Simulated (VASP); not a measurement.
# HgF3 (Fm-3m) in VASP: a series of runs

The runs below take HgF3 through single point, with PBE.

Program: VASP 6.6.1. These are calculated values, not measurements. Logs are shortened: lines on timing, memory, paths and dates and some standing lists are left out, and cuts for length are marked.

## (1) The cell of the first run

It takes space group Fm-3m (No. 225, cubic). Conventional cell: a = 5.649 Å, b = 5.649 Å, c = 5.649 Å, α = 90.00°, β = 90.00°, γ = 90.00°. Hg (site symmetry m-3m) has 14 F at 2.45 to 2.82 Å within 3.2 Å. Within 3.2 Å of F (site symmetry m-3m) lie 8 F at 2.45 Å and 6 Hg at 2.82 Å. F (site symmetry -43m) has 10 F at 2.45 to 2.82 Å and 4 Hg at 2.45 Å within 3.2 Å.

## (2) Single point, PBE

Input file INCAR:

```
SYSTEM = HgF3
ALGO = Normal
EDIFF = 1E-6
ENCUT = 520
GGA = PE
ISIF = 2
ISMEAR = -1
LASPH = .TRUE.
LCHARG = .TRUE.
LELF = .TRUE.
LREAL = .FALSE.
LVHAR = .TRUE.
LWAVE = .FALSE.
NBANDS = 24
NELM = 80
PREC = Accurate
SIGMA = 0.05
```

Input file KPOINTS:

```
k-points
0
G
  8 8 8
  0 0 0
```

Input file POSCAR:

```
HgF3
1.0
    0.0000000000      2.8244747564      2.8244747564
    2.8244747564      0.0000000000      2.8244747564
    2.8244747564      2.8244747564      0.0000000000
Hg F
1 3
Direct
    0.0000000000      0.0000000000      0.0000000000
    0.5000000000      0.5000000000      0.5000000000
    0.7500000000      0.7500000000      0.7500000000
    0.2500000000      0.2500000000      0.2500000000
```

Potentials or basis: VASP PAW PBE potentials, release 64 (Hg, F).

The run is started by

```console
$ cat potpaw_PBE.64/Hg/POTCAR potpaw_PBE.64/F/POTCAR > POTCAR
$ mpirun -np 1 vasp_std > vasp.out
```

OUTCAR:

```text
SYSTEM = HgF3
   EDIFF = 1E-6
   ENCUT = 520
   GGA = PE
   ISIF = 2
   ISMEAR = -1
   LASPH = .TRUE.
   LREAL = .FALSE.
   NELM = 80
   PREC = Accurate

 ion  position               nearest neighbor table
   1  0.000  0.000  0.000-   3 2.45   4 2.45   3 2.45   3 2.45   4 2.45   3 2.45   4 2.45   4 2.45
                             2 2.82   2 2.82   2 2.82   2 2.82   2 2.82   2 2.82
   2  0.500  0.500  0.500-   1 2.82   1 2.82   1 2.82   1 2.82   1 2.82   1 2.82
   3  0.750  0.750  0.750-   1 2.45   1 2.45   1 2.45   1 2.45
   4  0.250  0.250  0.250-   1 2.45   1 2.45   1 2.45   1 2.45

  LATTYP: Found a face centered cubic cell.
 ALAT       =     5.6489495128

  Lattice vectors:

 A1 = (   0.0000000000,   2.8244747564,   2.8244747564)
 A2 = (   2.8244747564,   0.0000000000,   2.8244747564)
 A3 = (   2.8244747564,   2.8244747564,   0.0000000000)

Analysis of symmetry for initial positions (statically):
=====================================================================
 Subroutine PRICEL returns:
 Original cell was already a primitive cell.

 Routine SETGRP: Setting up the symmetry group for a
 face centered cubic supercell.

 Subroutine GETGRP returns: Found 48 space group operations
 (whereof 48 operations were pure point group operations)
 out of a pool of 48 trial point group operations.

The static configuration has the point symmetry O_h .

Analysis of symmetry for dynamics (positions and initial velocities):
=====================================================================
 Subroutine PRICEL returns:
 Original cell was already a primitive cell.

 Routine SETGRP: Setting up the symmetry group for a
 face centered cubic supercell.

 Subroutine GETGRP returns: Found 48 space group operations
 (whereof 48 operations were pure point group operations)
 out of a pool of 48 trial point group operations.

The dynamic configuration has the point symmetry O_h .

 Subroutine INISYM returns: Found 48 space group operations
 (whereof 48 operations are pure point group operations),
 and found     1 'primitive' translations

----------------------------------------------------------------------------------------

                                     Primitive cell

  volume of cell :      45.0654

  direct lattice vectors                    reciprocal lattice vectors
     0.000000000  2.824474756  2.824474756    -0.177024064  0.177024064  0.177024064
[... 90 lines left out ...]
   EDIFF  = 0.1E-05   stopping-criterion for ELM
   LREAL  =      F    real-space projection
   EDIFFG = 0.1E-04   stopping-criterion for IOM
   NSW    =      0    number of steps for IOM
   IBRION =     -1    ionic relax: 0-MD 1-quasi-New 2-CG
   NFREE  =      0    steps in history (QN), initial steepest desc. (CG)
   ISIF   =      2    stress and relaxation
   ISYM   =      2    0-nonsym 1-usesym 2-fastsym
   POTIM  = 0.5000    time-step for ionic-motion
   TEBEG  =    0.0;   TEEND  =   0.0 temperature during run
   PSTRESS=    0.0 pullay stress
   NELECT =      33.0000    total number of electrons
   NUPDOWN=      -1.0000    fix difference up-down
   EMIN   =  10.00;   EMAX   =-10.00  energy-range for DOS
   EFERMI =   0.00;   METHOD = LEGACY
   ISMEAR =    -1;   SIGMA  =   0.05  broadening in eV -4-tet -1-fermi 0-gaus
   EFERMI_NEDOS =   21; number of points for ismear=-14 and -15
   IALGO  =     38    algorithm
   IMIX   =      4    mixing-type and parameters
     AMIX     =   0.40;   BMIX     =  1.00
     AMIX_MAG =   1.60;   BMIX_MAG =  1.00
  volume/ion in A,a.u.               =      11.27        76.03
  Fermi-wavevector in a.u.,A,eV,Ry     =   1.475588  2.788457 29.624781  2.177360
  Thomas-Fermi vector in A             =   2.590219
   LORBIT       =      0    0 simple, 1 ext, 2 COOP (PROOUT), +10 PAW based schemes
   GGA     = PE    functional components
   LHFCALC =     F    Hartree Fock is set to
   AEXX    =    0.0000 exact exchange contribution
   IVDW    =     0    specifies the selected vdW correction
   LEPSILON=     F    determine dielectric tensor
   LRPA    =     F    only Hartree local field effects (RPA)
 non-spin polarized calculation
  energy-cutoff  :      520.00
  volume of cell :       45.07
 maximum number of plane-waves:      1243
 NGX is ok and might be reduce to    30
   NGX = 15   NGY = 15   NGZ = 15

 number of electron      33.0000044 magnetization

 Free energy of the ion-electron system (eV)
  ---------------------------------------------------
  ext. energy  EPLUGINS =         0.00000000
  ---------------------------------------------------
  free energy    TOTEN  =        -8.60020796 eV

  energy without entropy =       -8.53685081  energy(sigma->0) =       -8.56852938

 E-fermi :  -0.3128     XC(G=0): -11.3520

 val. band max:       -0.3247294904   @ k =  -0.3750   0.1250   0.0000
 cond. band min:      -0.3071200743   @ k =   0.3750   0.2500   0.1250
 fundamental gap:      0.0176094161
 Fermi energy:        -0.3128124161

 k-point     1 :       0.0000    0.0000    0.0000
  band No.  band energies     occupation
      1     -21.8542      2.00000
      2     -20.6937      2.00000
      3     -19.6693      2.00000
      4      -5.5177      2.00000
      5      -5.5177      2.00000
      6      -5.5177      2.00000
[... 637 lines left out ...]
     23      19.4928      0.00000
     24      20.2648      0.00000

 [... further k-points ...]

------------------------ aborting loop because EDIFF is reached ----------------------------------------

  FORCE on cell =-STRESS in cart. coord.  units (eV):
  Direction    XX          YY          ZZ          XY          YZ          ZX
  --------------------------------------------------------------------------------------
  -------------------------------------------------------------------------------------
  Total        1.6554975      1.6554975      1.6554975     -0.0000000     -0.0000000      0.0000000
  in kB       58.8567161     58.8567161     58.8567161     -0.0000000     -0.0000000      0.0000000
  external PRESSURE =      58.8567161 kB  Pullay stress =       0.0000000 kB

 VOLUME and BASIS-vectors are now :
 -----------------------------------------------------------------------------
  energy-cutoff  :      520.00
  volume of cell :       45.07
      direct lattice vectors                 reciprocal lattice vectors
     0.000000000  2.824474756  2.824474756    -0.177024064  0.177024064  0.177024064
     2.824474756  0.000000000  2.824474756     0.177024064 -0.177024064  0.177024064
     2.824474756  2.824474756  0.000000000     0.177024064  0.177024064 -0.177024064

 POSITION                                       TOTAL-FORCE (eV/Angst)
 -----------------------------------------------------------------------------------
      0.00000      0.00000      0.00000        -0.000000     -0.000000     -0.000000
      2.82447      2.82447      2.82447        -0.000000     -0.000000     -0.000000
      4.23671      4.23671      4.23671        -0.000000     -0.000000      0.000000
      1.41224      1.41224      1.41224         0.000000      0.000000     -0.000000
 -----------------------------------------------------------------------------------
    total drift:                                0.000000     -0.000000      0.000000

  FREE ENERGIE OF THE ION-ELECTRON SYSTEM (eV)
  ---------------------------------------------------
  free  energy   TOTEN  =        -8.6002079630 eV

  energy  without entropy=       -8.5368508066  energy(sigma->0) =       -8.56852938
```

OSZICAR:

```text
N       E                     dE             d eps       ncg     rms          rms(c)
DAV:   1     0.261420696135E+03    0.26142E+03   -0.18758E+04  1400   0.138E+03
DAV:   2    -0.421649618599E+00   -0.26184E+03   -0.24444E+03  1480   0.362E+02
DAV:   3    -0.115869338389E+02   -0.11165E+02   -0.11024E+02  1672   0.798E+01
DAV:   4    -0.116389057154E+02   -0.51972E-01   -0.51969E-01  1488   0.567E+00
DAV:   5    -0.116390937939E+02   -0.18808E-03   -0.18808E-03  1744   0.321E-01    0.122E+01
DAV:   6    -0.958734289550E+01    0.20518E+01   -0.18599E+01  1680   0.522E+01    0.167E+01
DAV:   7    -0.885472040886E+01    0.73262E+00   -0.32662E+00  1504   0.172E+01    0.752E+00
DAV:   8    -0.866522564046E+01    0.18949E+00   -0.68021E-01  1608   0.105E+01    0.522E+00
DAV:   9    -0.862027314469E+01    0.44952E-01   -0.38397E-01  1504   0.754E+00    0.110E+00
DAV:  10    -0.860161451959E+01    0.18659E-01   -0.72246E-02  1656   0.394E+00    0.464E-01
DAV:  11    -0.860027953977E+01    0.13350E-02   -0.83205E-03  1504   0.841E-01    0.145E-01
DAV:  12    -0.860022950992E+01    0.50030E-04   -0.57263E-04  1576   0.208E-01    0.550E-02
DAV:  13    -0.860025082242E+01   -0.21312E-04   -0.26432E-04  1480   0.195E-01    0.645E-02
DAV:  14    -0.860020861427E+01    0.42208E-04   -0.74790E-05  1720   0.825E-02    0.130E-02
DAV:  15    -0.860020796298E+01    0.65129E-06   -0.77782E-06  1496   0.319E-02
   1 F= -.86002080E+01 E0= -.85685294E+01  d E =-.633572E-01
```

It took 23 s on 1 thread of AMD EPYC 9R45 (Zen 5), shared host; peak memory 0.15 GiB.

Results:

| Item | Value |
| --- | --- |
| Free energy | -8.6002 eV |
| Pressure | 5.9 GPa |

Caveat: spin-orbit coupling is left out, which moves the levels of the heavy elements; an odd number of electrons without spin polarisation forces a metal; a magnetic or distorted state may lie lower.

## (3) Single point, PBE

This run uses another cell than the first one, of 11.50 Å³/atom, 1.021 times its volume.

Input file INCAR:

```
SYSTEM = HgF3
  PREC = Accurate
  ENCUT = 520
  EDIFF = 1E-7
  ISMEAR = -1
  SIGMA = 0.05
  LREAL = .False.
  LASPH = .True.
  NELM = 80
  ALGO = Normal
  ISIF = 2
  LWAVE = .False.
  LCHARG = .True.
  GGA = PE
  LELF = .True.
  LVHAR = .True.
  NBANDS = 24
```

Input file KPOINTS:

```
regular mesh
0
Gamma
  8 8 8
  0 0 0
```

Input file POSCAR:

```
HgF3
1.0
    0.0000000000      2.8439545082      2.8439545082
    2.8439545082      0.0000000000      2.8439545082
    2.8439545082      2.8439545082      0.0000000000
Hg F
1 3
Direct
    0.0000000000      0.0000000000      0.0000000000
    0.5000000000      0.5000000000      0.5000000000
    0.7500000000      0.7500000000      0.7500000000
    0.2500000000      0.2500000000      0.2500000000
```

Potentials or basis: VASP PAW PBE potentials, release 64 (Hg, F).

The run is started by

```console
$ cat potpaw_PBE.64/Hg/POTCAR potpaw_PBE.64/F/POTCAR > POTCAR
$ mpirun -np 1 vasp_std > vasp.out
```

OUTCAR:

```text
SYSTEM = HgF3
   PREC = Accurate
   ENCUT = 520
   EDIFF = 1E-7
   ISMEAR = -1
   LREAL = .False.
   LASPH = .True.
   NELM = 80
   ISIF = 2
   GGA = PE

 ion  position               nearest neighbor table
   1  0.000  0.000  0.000-   3 2.46   4 2.46   3 2.46   3 2.46   3 2.46   4 2.46   4 2.46   4 2.46
                             2 2.84   2 2.84   2 2.84   2 2.84   2 2.84   2 2.84
   2  0.500  0.500  0.500-   1 2.84   1 2.84   1 2.84   1 2.84   1 2.84   1 2.84
   3  0.750  0.750  0.750-   1 2.46   1 2.46   1 2.46   1 2.46
   4  0.250  0.250  0.250-   1 2.46   1 2.46   1 2.46   1 2.46

  LATTYP: Found a face centered cubic cell.
 ALAT       =     5.6879090164

  Lattice vectors:

 A1 = (   0.0000000000,   2.8439545082,   2.8439545082)
 A2 = (   2.8439545082,   0.0000000000,   2.8439545082)
 A3 = (   2.8439545082,   2.8439545082,   0.0000000000)

Analysis of symmetry for initial positions (statically):
=====================================================================
 Subroutine PRICEL returns:
 Original cell was already a primitive cell.

 Routine SETGRP: Setting up the symmetry group for a
 face centered cubic supercell.

 Subroutine GETGRP returns: Found 48 space group operations
[... 170 lines left out ...]

 val. band max:       -0.5278399255   @ k =  -0.3750   0.1250   0.0000
 cond. band min:      -0.5082821756   @ k =   0.3750   0.2500   0.1250
 fundamental gap:      0.0195577498
 Fermi energy:        -0.5133923603

 k-point     1 :       0.0000    0.0000    0.0000
  band No.  band energies     occupation
      1     -21.9201      2.00000
      2     -20.8185      2.00000
      3     -19.8483      2.00000
      4      -5.6013      2.00000
      5      -5.6013      2.00000
      6      -5.6013      2.00000
[... 637 lines left out ...]
     23      19.1591      0.00000
     24      19.9403      0.00000

 [... further k-points ...]

------------------------ aborting loop because EDIFF is reached ----------------------------------------

  FORCE on cell =-STRESS in cart. coord.  units (eV):
  Direction    XX          YY          ZZ          XY          YZ          ZX
  --------------------------------------------------------------------------------------
  -------------------------------------------------------------------------------------
  Total        1.0343775      1.0343775      1.0343775     -0.0000000      0.0000000     -0.0000000
  in kB       36.0239831     36.0239831     36.0239831     -0.0000000      0.0000000     -0.0000000
  external PRESSURE =      36.0239831 kB  Pullay stress =       0.0000000 kB

 VOLUME and BASIS-vectors are now :
 -----------------------------------------------------------------------------
  energy-cutoff  :      520.00
  volume of cell :       46.00
      direct lattice vectors                 reciprocal lattice vectors
     0.000000000  2.843954508  2.843954508    -0.175811532  0.175811532  0.175811532
     2.843954508  0.000000000  2.843954508     0.175811532 -0.175811532  0.175811532
     2.843954508  2.843954508  0.000000000     0.175811532  0.175811532 -0.175811532

 POSITION                                       TOTAL-FORCE (eV/Angst)
 -----------------------------------------------------------------------------------
      0.00000      0.00000      0.00000         0.000000     -0.000000     -0.000000
      2.84395      2.84395      2.84395         0.000000     -0.000000     -0.000000
      4.26593      4.26593      4.26593         0.000000     -0.000000     -0.000000
      1.42198      1.42198      1.42198        -0.000000      0.000000      0.000000
 -----------------------------------------------------------------------------------
    total drift:                                0.000000     -0.000000      0.000000

  FREE ENERGIE OF THE ION-ELECTRON SYSTEM (eV)
  ---------------------------------------------------
  free  energy   TOTEN  =        -8.6307570034 eV

  energy  without entropy=       -8.5653969094  energy(sigma->0) =       -8.59807696
```

Wall time 25 s (1 thread of AMD EPYC 9R45 (Zen 5), shared host); peak memory 0.15 GiB.

What came out:

```yaml
Free_energy: -8.6308 eV
Pressure: 3.6 GPa
```

Caveat: spin-orbit coupling is left out, which moves the levels of the heavy elements; an odd number of electrons without spin polarisation forces a metal; a magnetic or distorted state may lie lower.
